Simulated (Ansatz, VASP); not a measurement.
Given: the input of a run of Ansatz 0.2.0 on Hf.

Contents of input.yaml:

```yaml
crystal:
  lattice:
    - [0.0, 2.189996322, 2.189996322]
    - [2.189996322, 0.0, 2.189996322]
    - [2.189996322, 2.189996322, 0.0]
  atoms:
    - { symbol: Hf, position: [0.0, 0.0, 0.0] }
kpoints:
  mp_grid: { grid: [10, 10, 10] }
scf:
  occupations: { method: fermi_dirac, width: 0.05 }
hamiltonian:
  xc: lda
  pseudopotentials: { kind: all_electron, lapw: { basis_error: 0.001 } }
output:
  forces: true
  stress: true
  eigenvalues: true
```

Potentials or basis: all-electron LAPW, scalar-relativistic.

The run is started by

```console
$ ansatz run input.yaml --threads 1 --pin off --max-ram 3072MiB --backend cpu --events-out ev --progress --plain --runs-dir out
```

Task: Translate it to VASP 6.6.1. Potentials there: VASP PAW LDA potentials, release 64 (Hf_pv).

Result: As run (the cutoff follows the program's own potentials):

File INCAR:

```
SYSTEM = Hf
PREC     = Accurate       ! precision mode
ENCUT    = 520            ! plane-wave cutoff, eV
EDIFF    = 1E-6           ! SCF threshold, eV
ISMEAR   = -1             ! smearing method
SIGMA    = 0.05           ! smearing width, eV
LREAL    = .FALSE.        ! projectors in reciprocal space
LASPH    = .TRUE.         ! aspherical terms in the spheres
NELM     = 100            ! most SCF steps
ALGO     = Normal         ! electronic algorithm
ISIF     = 2              ! what is computed and relaxed
LWAVE    = .FALSE.        ! write WAVECAR
LCHARG   = .TRUE.         ! write CHGCAR
LELF     = .TRUE.         ! ELF
LVHAR    = .TRUE.       
NBANDS   = 11             ! bands
```

Contents of KPOINTS:

```
Automatic mesh
0
G
  10 10 10
  0 0 0
```

POSCAR

```
Hf
1.0
    0.0000000000      2.1899963220      2.1899963220
    2.1899963220      0.0000000000      2.1899963220
    2.1899963220      2.1899963220      0.0000000000
Hf
1
Direct
    0.0000000000      0.0000000000      0.0000000000
```

Potentials or basis: VASP PAW LDA potentials, release 64 (Hf_pv).

Command:

```console
$ cat potpaw_LDA.64/Hf_pv/POTCAR > POTCAR
$ mpirun -np 1 vasp_std > vasp.out
```

Both were run:

|  | VASP | Ansatz | Ansatz less VASP |
| --- | --- | --- | --- |
| gap on the k mesh at the Fermi level (eV) | none | none | - |
| pressure (GPa) | -1.3 | -1.3 | -0.03 |

LDA's correlation is that of Perdew and Zunger in VASP and of Perdew and Wang (1992) in Ansatz. A gap of «none» marks a metal or a gap that the smearing closes. Ansatz ran all-electron here, and VASP with PAW potentials.

Spin-orbit coupling is off throughout.
